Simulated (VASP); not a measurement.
**MgC2: single point with PBE**

MgC2:

```xyz
6
Lattice="3.9508 0.0000 0.0000 0.0000 3.9508 0.0000 0.0000 0.0000 4.7876" Properties=species:S:1:pos:R:3 pbc="T T T"
Mg    0.0000    0.0000    2.3938
Mg    1.9754    1.9754    0.0000
C     1.5315    2.4192    2.3938
C     0.4439    0.4439    0.0000
C     2.4192    1.5315    2.3938
C     3.5069    3.5069    0.0000
```

```yaml
Program: VASP 6.6.1
Task: single point
Functional: PBE
Potentials_or_basis: VASP PAW PBE potentials, release 64 (Mg, C)
Cutoff: 520 eV
k_mesh: 5 × 5 × 5
Occupations: fermi-dirac, width 0.05 eV
Spin: no spin polarisation
Dipole_correction: no
Further_INCAR_settings: ALGO = Normal; EDIFF = 1e-06; NBANDS = 19
```

```json
{"Pressure": "2.2 GPa", "Largest force": "0.074 eV/Å", "Band gap on the k mesh": "2.44 eV, indirect (least direct gap 2.77 eV)"}
```

Forces in eV/Å, atoms in the order of the input:
```
Mg   0.000  0.000  0.000
Mg   0.000  0.000  0.000
C    0.052 -0.052  0.000
C   -0.052 -0.052  0.000
C   -0.052  0.052  0.000
C    0.052  0.052  0.000
```

Stress tensor (GPa, compression positive):
```
0.98 0.00 0.00
0.00 0.98 0.00
0.00 0.00 4.71
```

Levels at points of the mesh, in eV from the valence-band top:
| k point | band 7 | band 8 | band 9 | band 10 | band 11 | band 12 | band 13 | band 14 |
| --- | --- | --- | --- | --- | --- | --- | --- | --- |
| (0.00, 0.00, 0.00) | -1.18 | -0.50 | -0.33 | -0.33 | 2.44 | 5.47 | 5.50 | 5.50 |

Wall time 14 s on 1 thread of Intel(R) Xeon(R) 6975P-C (Granite Rapids), on a shared host, peak memory 0.17 GiB.

A k mesh can miss the band edges. Expect the measured gap to be larger: semilocal functionals such as PBE lack the derivative discontinuity.
